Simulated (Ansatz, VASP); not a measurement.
# CdO: VASP beside Ansatz

The input INCAR:

```
SYSTEM = CdO
PREC = Accurate
ENCUT = 520
EDIFF = 1E-8
ISMEAR = -1
SIGMA = 0.02
LREAL = .FALSE.
LASPH = .TRUE.
NELM = 120
ALGO = Normal
ISIF = 2
LWAVE = .FALSE.
LCHARG = .FALSE.
GGA = PE
LEFG = .TRUE.
NBANDS = 16
GGA_COMPAT = .FALSE.
```

KPOINTS

```
Automatic mesh
0
G
  11 11 11
  0 0 0
```

The input POSCAR:

```
CdO
1.0
    0.0000000000      2.3284167141      2.3284167141
    2.3284167141      0.0000000000      2.3284167141
    2.3284167141      2.3284167141      0.0000000000
Cd O
1 1
Direct
    0.0000000000      0.0000000000      0.0000000000
    0.5000000000      0.5000000000      0.5000000000
```

Input for Ansatz:

```yaml
crystal:
  lattice:
    - [0.0, 2.3284167141, 2.3284167141]
    - [2.3284167141, 0.0, 2.3284167141]
    - [2.3284167141, 2.3284167141, 0.0]
  atoms:
    - { symbol: Cd, position: [0.0, 0.0, 0.0] }
    - { symbol: O, position: [0.5, 0.5, 0.5] }
kpoints:
  mp_grid: { grid: [11, 11, 11] }
scf:
  occupations: { method: fermi_dirac, width: 0.02 }
hamiltonian:
  xc: pbe
  pseudopotentials: { kind: paw }
output:
  forces: true
  stress: true
  eigenvalues: true
  efg: { contact_densities: true }
```

Change from the starting cell: volume scaled by 0.975, PAW files.

Alike in both runs: task electric field gradients; functional PBE; k mesh 11 × 11 × 11; occupations fermi-dirac, width 0.02 eV; no spin polarisation.

```csv
,VASP,Ansatz
version,VASP 6.6.1,Ansatz 0.2.0
potentials or method,"VASP PAW PBE potentials, release 64 (Cd, O)","PAW with Ansatz's default frozen-core files, scalar-relativistic"
plane-wave cutoff (eV),520,420
valence electrons in the cell,18,26
```

Ansatz gave:

| Property | Result |
| --- | --- |
| pressure (GPa) | 10.5 |

Question: What did VASP give for the same quantities?

Answer: Pressure (GPa): 12.2.

VASP's potentials hold 18 valence electrons a cell and Ansatz's 26, so a difference there can come from the potentials and not from the codes.
